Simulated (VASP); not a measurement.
# CoO in VASP: a series of runs

The runs below take CoO through single point, with PBE+U.

Everything below comes from runs of VASP 6.6.1. Logs are shortened: lines on timing, memory, paths and dates and some standing lists are left out, and cuts for length are marked.

**1. The cell of the first run**

Symmetry: P6_3mc, No. 186, hexagonal system. The conventional cell has a = 3.130 Å, b = 3.130 Å, c = 5.133 Å, α = 90.00°, β = 90.00°, γ = 120.00°. Within 2.5 Å of Co (site symmetry 3m) lie 4 O at 1.89 to 1.93 Å. Within 2.5 Å of O (site symmetry 3m) lie 4 Co at 1.89 to 1.93 Å.

**2. Single point, PBE+U, collinear spin, antiferromagnetic start (10.89 Å³/atom)**

The input, INCAR:

```
PREC = Accurate
ENCUT = 520
EDIFF = 1E-6
ISMEAR = 0
SIGMA = 0.02
LREAL = False
LASPH = True
NELM = 150
ALGO = Normal
ISIF = 2
LWAVE = False
LCHARG = False
ISPIN = 2
MAGMOM = -2.67 2.67 0 0
LORBIT = 11
LMAXMIX = 4
LDAU = True
LDAUTYPE = 2
LDAUL = 2 -1
LDAUU = 3.32 0
LDAUJ = 0 0
LDAUPRINT = 1
GGA = PE
NBANDS = 27
```

The input, KPOINTS:

```
Automatic mesh
0
Gamma
  12 12 6
```

The input, POSCAR:

```
CoO
1.0
    3.1301672199      0.0000000000      0.0000000000
   -1.5650836099      2.7108043306      0.0000000000
    0.0000000000      0.0000000000      5.1334687749
Co O
2 2
Direct
    0.0000000000      0.0000000000      0.0030728784
    0.3333333333      0.6666666667      0.5030719537
    0.0000000000      0.0000000000      0.3719281047
    0.3333333333      0.6666666667      0.8719280631
```

Potentials or basis: VASP PAW PBE potentials, release 64 (Co, O).

Started as:

```console
> cat potpaw_PBE.64/Co/POTCAR potpaw_PBE.64/O/POTCAR > POTCAR
> mpirun -np 1 vasp_std > vasp.out
```

OUTCAR:

```text
PREC = Accurate
   ENCUT = 520
   EDIFF = 1E-6
   ISMEAR = 0
   LREAL = False
   LASPH = True
   NELM = 150
   ISIF = 2
   ISPIN = 2
   LORBIT = 11
   GGA = PE

 ion  position               nearest neighbor table
   1  0.000  0.000  0.003-   3 1.89   4 1.93   4 1.93   4 1.93
   2  0.333  0.667  0.503-   4 1.89   3 1.93   3 1.93   3 1.93
   3  0.000  0.000  0.372-   1 1.89   2 1.93   2 1.93   2 1.93
   4  0.333  0.667  0.872-   2 1.89   1 1.93   1 1.93   1 1.93

  LATTYP: Found a hexagonal cell.
 ALAT       =     3.1301672199
 C/A-ratio  =     1.6399982539

  Lattice vectors:

 A1 = (   3.1301672199,   0.0000000000,   0.0000000000)
 A2 = (  -1.5650836099,   2.7108043306,   0.0000000000)
 A3 = (   0.0000000000,   0.0000000000,   5.1334687749)

Analysis of symmetry for initial positions (statically):
=====================================================================
 Subroutine PRICEL returns:
 Original cell was already a primitive cell.

 Routine SETGRP: Setting up the symmetry group for a
 hexagonal supercell.

 Subroutine GETGRP returns: Found 12 space group operations
 (whereof  6 operations were pure point group operations)
 out of a pool of 24 trial point group operations.

The static configuration has the point symmetry C_3v.
 The point group associated with its full space group is C_6v.

Analysis of symmetry for dynamics (positions and initial velocities):
=====================================================================
 Subroutine PRICEL returns:
 Original cell was already a primitive cell.

 Routine SETGRP: Setting up the symmetry group for a
 hexagonal supercell.

 Subroutine GETGRP returns: Found 12 space group operations
 (whereof  6 operations were pure point group operations)
 out of a pool of 24 trial point group operations.

The dynamic configuration has the point symmetry C_3v.
 The point group associated with its full space group is C_6v.

Analysis of structural, dynamic, and magnetic symmetry:
=====================================================================
 Subroutine PRICEL returns:
 Original cell was already a primitive cell.

 Routine SETGRP: Setting up the symmetry group for a
 hexagonal supercell.

 Subroutine GETGRP returns: Found 12 space group operations
 (whereof  6 operations were pure point group operations)
 out of a pool of 24 trial point group operations.

The overall configuration has the point symmetry C_3v.
 The point group associated with its full space group is C_6v.

 Subroutine INISYM returns: Found 12 space group operations
 (whereof  6 operations are pure point group operations),
 and found     1 'primitive' translations

----------------------------------------------------------------------------------------

                                     Primitive cell

  volume of cell :      43.5589

  direct lattice vectors                    reciprocal lattice vectors
     3.130167220  0.000000000  0.000000000     0.319471750  0.184447101  0.000000000
    -1.565083610  2.710804331  0.000000000     0.000000000  0.368894202  0.000000000
[... 147 lines left out ...]

  0.9846 -0.0000 -0.0000  0.0103  0.0000
 -0.0000  0.9735  0.0000  0.0000  0.0103
 -0.0000  0.0000  0.9879 -0.0000  0.0000
  0.0103  0.0000 -0.0000  0.9735  0.0000
  0.0000  0.0103  0.0000  0.0000  0.9846

 occupancies and eigenvectors

  o =  0.1454  v = -0.7588  0.1792 -0.0000 -0.5807  0.2342  0.0000  0.0000  0.0000  0.0000  0.0000      0.0000  0.0000  0.0000  0.0000  0.0000  0.0000  0.0000  0.0000  0.0000  0.0000
  o =  0.1454  v =  0.2342  0.5807 -0.0000  0.1792  0.7588  0.0000  0.0000  0.0000  0.0000  0.0000      0.0000  0.0000  0.0000  0.0000  0.0000  0.0000  0.0000  0.0000  0.0000  0.0000
  o =  0.1643  v =  0.0000 -0.0000 -1.0000  0.0000 -0.0000  0.0000  0.0000  0.0000  0.0000  0.0000      0.0000  0.0000  0.0000  0.0000  0.0000  0.0000  0.0000  0.0000  0.0000  0.0000
  o =  0.9578  v = -0.5807 -0.2342  0.0000  0.7588  0.1792  0.0000  0.0000  0.0000  0.0000  0.0000      0.0000  0.0000  0.0000  0.0000  0.0000  0.0000  0.0000  0.0000  0.0000  0.0000
  o =  0.9578  v =  0.1792 -0.7588  0.0000 -0.2342  0.5807  0.0000  0.0000  0.0000  0.0000  0.0000      0.0000  0.0000  0.0000  0.0000  0.0000  0.0000  0.0000  0.0000  0.0000  0.0000
  o =  0.9673  v =  0.0000  0.0000  0.0000  0.0000  0.0000 -0.4914 -0.2529 -0.0000  0.8195  0.1516      0.0000  0.0000  0.0000  0.0000  0.0000  0.0000  0.0000  0.0000  0.0000  0.0000
  o =  0.9673  v =  0.0000  0.0000  0.0000  0.0000  0.0000 -0.1516  0.8195  0.0000  0.2529 -0.4914      0.0000  0.0000  0.0000  0.0000  0.0000  0.0000  0.0000  0.0000  0.0000  0.0000
  o =  0.9879  v =  0.0000  0.0000  0.0000  0.0000  0.0000 -0.0000  0.0000 -1.0000 -0.0000  0.0000      0.0000  0.0000  0.0000  0.0000  0.0000  0.0000  0.0000  0.0000  0.0000  0.0000
  o =  0.9908  v =  0.0000  0.0000  0.0000  0.0000  0.0000  0.8195 -0.1517 -0.0000  0.4913 -0.2530      0.0000  0.0000  0.0000  0.0000  0.0000  0.0000  0.0000  0.0000  0.0000  0.0000
  o =  0.9908  v =  0.0000  0.0000  0.0000  0.0000  0.0000 -0.2530 -0.4913 -0.0000 -0.1517 -0.8195      0.0000  0.0000  0.0000  0.0000  0.0000  0.0000  0.0000  0.0000  0.0000  0.0000

atom =   2  type =  1  l = 2

 onsite density matrix

spin component  1

  0.9846  0.0000 -0.0000 -0.0103  0.0000
  0.0000  0.9735 -0.0000  0.0000 -0.0103
 -0.0000 -0.0000  0.9879  0.0000  0.0000
 -0.0103  0.0000  0.0000  0.9735 -0.0000
  0.0000 -0.0103  0.0000 -0.0000  0.9846

spin component  2

  0.4454 -0.0000 -0.0000  0.3921 -0.0000
 -0.0000  0.6577  0.0000  0.0000  0.3921
 -0.0000  0.0000  0.1643 -0.0000  0.0000
  0.3921  0.0000 -0.0000  0.6577  0.0000
 -0.0000  0.3921  0.0000  0.0000  0.4454

 occupancies and eigenvectors

  o =  0.1454  v =  0.0000  0.0000  0.0000  0.0000  0.0000 -0.7588 -0.1792 -0.0000  0.5807  0.2342      0.0000  0.0000  0.0000  0.0000  0.0000  0.0000  0.0000  0.0000  0.0000  0.0000
  o =  0.1454  v =  0.0000  0.0000  0.0000  0.0000  0.0000  0.2342 -0.5807 -0.0000 -0.1792  0.7588      0.0000  0.0000  0.0000  0.0000  0.0000  0.0000  0.0000  0.0000  0.0000  0.0000
  o =  0.1643  v =  0.0000  0.0000  0.0000  0.0000  0.0000  0.0000  0.0000 -1.0000 -0.0000 -0.0000      0.0000  0.0000  0.0000  0.0000  0.0000  0.0000  0.0000  0.0000  0.0000  0.0000
  o =  0.9578  v =  0.0000  0.0000  0.0000  0.0000  0.0000 -0.5807  0.2342  0.0000 -0.7588  0.1792      0.0000  0.0000  0.0000  0.0000  0.0000  0.0000  0.0000  0.0000  0.0000  0.0000
  o =  0.9578  v =  0.0000  0.0000  0.0000  0.0000  0.0000  0.1792  0.7588  0.0000  0.2342  0.5807      0.0000  0.0000  0.0000  0.0000  0.0000  0.0000  0.0000  0.0000  0.0000  0.0000
  o =  0.9673  v = -0.4913  0.2529 -0.0000 -0.8195  0.1517  0.0000  0.0000  0.0000  0.0000  0.0000      0.0000  0.0000  0.0000  0.0000  0.0000  0.0000  0.0000  0.0000  0.0000  0.0000
  o =  0.9673  v = -0.1517 -0.8195  0.0000 -0.2529 -0.4913  0.0000  0.0000  0.0000  0.0000  0.0000      0.0000  0.0000  0.0000  0.0000  0.0000  0.0000  0.0000  0.0000  0.0000  0.0000
  o =  0.9879  v = -0.0000 -0.0000 -1.0000  0.0000  0.0000  0.0000  0.0000  0.0000  0.0000  0.0000      0.0000  0.0000  0.0000  0.0000  0.0000  0.0000  0.0000  0.0000  0.0000  0.0000
  o =  0.9908  v =  0.8195  0.1517 -0.0000 -0.4913 -0.2530  0.0000  0.0000  0.0000  0.0000  0.0000      0.0000  0.0000  0.0000  0.0000  0.0000  0.0000  0.0000  0.0000  0.0000  0.0000
  o =  0.9908  v = -0.2530  0.4913 -0.0000  0.1517 -0.8195  0.0000  0.0000  0.0000  0.0000  0.0000      0.0000  0.0000  0.0000  0.0000  0.0000  0.0000  0.0000  0.0000  0.0000  0.0000

 number of electron      29.9999992 magnetization       0.0000000

 Free energy of the ion-electron system (eV)
  ---------------------------------------------------
  ext. energy  EPLUGINS =         0.00000000
  ---------------------------------------------------
  free energy    TOTEN  =       -24.15144055 eV

  energy without entropy =      -24.15144055  energy(sigma->0) =      -24.15144055

 E-fermi :   6.2888     XC(G=0): -11.3633

 val. band max:        6.1367770218   @ k =   0.0000   0.0000   0.5000
 cond. band min:       7.3470101736   @ k =   0.0000   0.0000   0.0000
 fundamental gap:      1.2102331518
 Fermi energy:         6.2888442089

 spin component 1

 k-point     1 :       0.0000    0.0000    0.0000
  band No.  band energies     occupation
      1     -13.1612      1.00000
      2     -12.4111      1.00000
      3      -0.3795      1.00000
      4      -0.1750      1.00000
      5      -0.1750      1.00000
      6       0.3237      1.00000
[... 1433 lines left out ...]
     26      21.8175      0.00000
     27      23.2106      0.00000

 [... further k-points ...]

------------------------ aborting loop because EDIFF is reached ----------------------------------------

  FORCE on cell =-STRESS in cart. coord.  units (eV):
  Direction    XX          YY          ZZ          XY          YZ          ZX
  --------------------------------------------------------------------------------------
  -------------------------------------------------------------------------------------
  Total        5.0572911      5.0572911      4.9811573      0.0000000     -0.0000000      0.0000000
  in kB      186.0166865    186.0166865    183.2163423      0.0000000     -0.0000000      0.0000000
  external PRESSURE =     185.0832384 kB  Pullay stress =       0.0000000 kB

 VOLUME and BASIS-vectors are now :
 -----------------------------------------------------------------------------
  energy-cutoff  :      520.00
  volume of cell :       43.56
      direct lattice vectors                 reciprocal lattice vectors
     3.130167220  0.000000000  0.000000000     0.319471750  0.184447101  0.000000000
    -1.565083610  2.710804331  0.000000000     0.000000000  0.368894202  0.000000000
     0.000000000  0.000000000  5.133468775     0.000000000  0.000000000  0.194800055

 POSITION                                       TOTAL-FORCE (eV/Angst)
 -----------------------------------------------------------------------------------
      0.00000      0.00000      0.01577         0.000000      0.000000     -0.016043
     -0.00000      1.80720      2.58250        -0.000000      0.000000     -0.016043
      0.00000      0.00000      1.90928        -0.000000      0.000000      0.016043
     -0.00000      1.80720      4.47602         0.000000     -0.000000      0.016043
 -----------------------------------------------------------------------------------
    total drift:                                0.000000     -0.000000      0.000369

  FREE ENERGIE OF THE ION-ELECTRON SYSTEM (eV)
  ---------------------------------------------------
  free  energy   TOTEN  =       -24.1514405542 eV

  energy  without entropy=      -24.1514405542  energy(sigma->0) =      -24.15144055

 total charge

# of ion       s       p       d       tot
------------------------------------------
    1        0.379   0.500   7.245   8.124
    2        0.379   0.500   7.245   8.124
    3        1.548   3.517   0.000   5.065
    4        1.548   3.517   0.000   5.065
--------------------------------------------------
tot          3.855   8.033  14.489  26.378

 magnetization (x)

# of ion       s       p       d       tot
------------------------------------------
    1       -0.013  -0.050  -2.531  -2.594
    2        0.013   0.050   2.531   2.594
    3        0.008   0.090   0.000   0.099
    4       -0.008  -0.090   0.000  -0.099
--------------------------------------------------
tot          0.000   0.000   0.000   0.000
```

It took 74 s on 1 thread of Intel Xeon 6975P-C (Granite Rapids), shared host; peak memory 0.26 GiB.

Results:

```yaml
Free_energy: -24.1514 eV
Pressure: 18.5 GPa
Largest_force: 0.016 eV/Å
Band_gap_on_the_k_mesh: 1.21 eV (least direct gap 1.31 eV)
Net_moment: 0.00 μB per cell
Site_moments: Co -2.59, +2.59; O +0.10, -0.10 μB
Valence_electrons_inside_the_program's_atomic_spheres: Co 8.12; O 5.07
```

Forces in eV/Å, atoms in the order of the input:
```
Co   0.000  0.000 -0.016
Co   0.000  0.000 -0.016
O    0.000  0.000  0.016
O    0.000  0.000  0.016
```

Stress tensor (GPa, compression positive):
```
18.60  0.00  0.00
 0.00 18.60  0.00
 0.00  0.00 18.32
```

Eigenvalues of the final occupation matrices:
```
    site  spin  trace               eigenvalues
site 1 d     1   2.37  0.15 0.15 0.16 0.96 0.96
site 1 d     2   4.90  0.97 0.97 0.99 0.99 0.99
site 2 d     1   4.90  0.97 0.97 0.99 0.99 0.99
site 2 d     2   2.37  0.15 0.15 0.16 0.96 0.96
```

Caveat: the cell stands under pressure. The state reached can hang on the start; a lower one may exist.

**3. Single point, PBE+U, collinear spin, antiferromagnetic start (11.26 Å³/atom)**

This run uses another cell than the first one, of 11.26 Å³/atom.

The input, INCAR:

```
SYSTEM = CoO
PREC = Accurate
ENCUT = 520
EDIFF = 1E-6
ISMEAR = 0
SIGMA = 0.02
LREAL = .False.
LASPH = .True.
NELM = 150
ALGO = Normal
ISIF = 2
LWAVE = .False.
LCHARG = .False.
ISPIN = 2
MAGMOM = -2.67 2.67 0 0
LORBIT = 11
LMAXMIX = 4
LDAU = .True.
LDAUTYPE = 2
LDAUL = 2 -1
LDAUU = 3.32 0
LDAUJ = 0 0
LDAUPRINT = 1
GGA = PE
NBANDS = 27
```

The input, KPOINTS:

```
Automatic mesh
0
Gamma
  12 12 6
  0 0 0
```

The input, POSCAR:

```
CoO
1.0
    3.1728471675      0.0000000000      0.0000000000
   -1.5864235838      2.7477662494      0.0000000000
    0.0000000000      0.0000000000      5.1666187625
Co O
2 2
Direct
    0.0000000000      0.0000000000      0.0020474259
    0.3333333333      0.6666666667      0.5020453839
    0.0000000000      0.0000000000      0.3729542678
    0.3333333333      0.6666666667      0.8729539223
```

Potentials or basis: VASP PAW PBE potentials, release 64 (Co, O).

Started as:

```console
> cat potpaw_PBE.64/Co/POTCAR potpaw_PBE.64/O/POTCAR > POTCAR
> mpirun -np 1 vasp_std > vasp.out
```

OUTCAR:

```text
SYSTEM = CoO
   PREC = Accurate
   ENCUT = 520
   EDIFF = 1E-6
   ISMEAR = 0
   LREAL = .False.
   LASPH = .True.
   NELM = 150
   ISIF = 2
   ISPIN = 2
   LORBIT = 11
   GGA = PE

 ion  position               nearest neighbor table
   1  0.000  0.000  0.002-   3 1.92   4 1.95   4 1.95   4 1.95
   2  0.333  0.667  0.502-   4 1.92   3 1.95   3 1.95   3 1.95
   3  0.000  0.000  0.373-   1 1.92   2 1.95   2 1.95   2 1.95
   4  0.333  0.667  0.873-   2 1.92   1 1.95   1 1.95   1 1.95

  LATTYP: Found a hexagonal cell.
 ALAT       =     3.1728471675
 C/A-ratio  =     1.6283856391

  Lattice vectors:

 A1 = (   3.1728471675,   0.0000000000,   0.0000000000)
 A2 = (  -1.5864235838,   2.7477662494,   0.0000000000)
[... 1741 lines left out ...]
    -1.586423584  2.747766249  0.000000000     0.000000000  0.363931976  0.000000000
     0.000000000  0.000000000  5.166618762     0.000000000  0.000000000  0.193550182

 POSITION                                       TOTAL-FORCE (eV/Angst)
 -----------------------------------------------------------------------------------
      0.00000      0.00000      0.01058         0.000000     -0.000000     -0.015964
     -0.00000      1.83184      2.59388        -0.000000      0.000000     -0.015964
      0.00000      0.00000      1.92691        -0.000000     -0.000000      0.015964
     -0.00000      1.83184      4.51022         0.000000      0.000000      0.015964
 -----------------------------------------------------------------------------------
    total drift:                                0.000000     -0.000000     -0.000386

  FREE ENERGIE OF THE ION-ELECTRON SYSTEM (eV)
  ---------------------------------------------------
  free  energy   TOTEN  =       -24.2950517355 eV

  energy  without entropy=      -24.2950517355  energy(sigma->0) =      -24.29505174

 total charge

# of ion       s       p       d       tot
------------------------------------------
    1        0.367   0.471   7.214   8.052
    2        0.367   0.471   7.214   8.052
    3        1.547   3.500   0.000   5.048
    4        1.547   3.500   0.000   5.048
--------------------------------------------------
tot          3.830   7.942  14.427  26.199

 magnetization (x)

# of ion       s       p       d       tot
------------------------------------------
    1       -0.014  -0.047  -2.553  -2.614
    2        0.014   0.047   2.553   2.614
    3        0.008   0.087   0.000   0.094
    4       -0.008  -0.087   0.000  -0.094
--------------------------------------------------
tot          0.000  -0.000   0.000  -0.000
```

stdout:

```text
POSCAR found type information on POSCAR CoO
 POSCAR found :  2 types and       4 ions
 scaLAPACK will be used
 LDA part: xc-table for (Slater+PW92), standard interpolation
 POSCAR, INCAR and KPOINTS ok, starting setup
 FFT: planning ... GRIDC
 FFT: planning ... GRID_SOFT
 FFT: planning ... GRID
 WAVECAR not read
 entering main loop
```

It took 74 s on 1 thread of Intel Xeon 6975P-C (Granite Rapids), shared host; peak memory 0.27 GiB.

Results:

- Free energy: -24.2951 eV
- Pressure: 12.3 GPa
- Largest force: 0.016 eV/Å
- Band gap on the k mesh: 1.21 eV (least direct gap 1.31 eV)
- Net moment: 0.00 μB per cell
- Site moments: Co -2.61, +2.61; O +0.09, -0.09 μB
- Valence electrons inside the program's atomic spheres: Co 8.05; O 5.05

Forces in eV/Å, atoms in the order of the input:
```
Co   0.000  0.000 -0.016
Co   0.000  0.000 -0.016
O    0.000  0.000  0.016
O    0.000  0.000  0.016
```

Eigenvalues of the final occupation matrices:
```tsv
site	spin	trace	eigenvalues
site 1 d	1	2.34	0.14 0.14 0.16 0.96 0.96
site 1 d	2	4.90	0.97 0.97 0.99 0.99 0.99
site 2 d	1	4.90	0.97 0.97 0.99 0.99 0.99
site 2 d	2	2.34	0.14 0.14 0.16 0.96 0.96
```

Caveat: the cell stands under pressure. The state reached can hang on the start; a lower one may exist.

(Continued in part 2 of 2.)
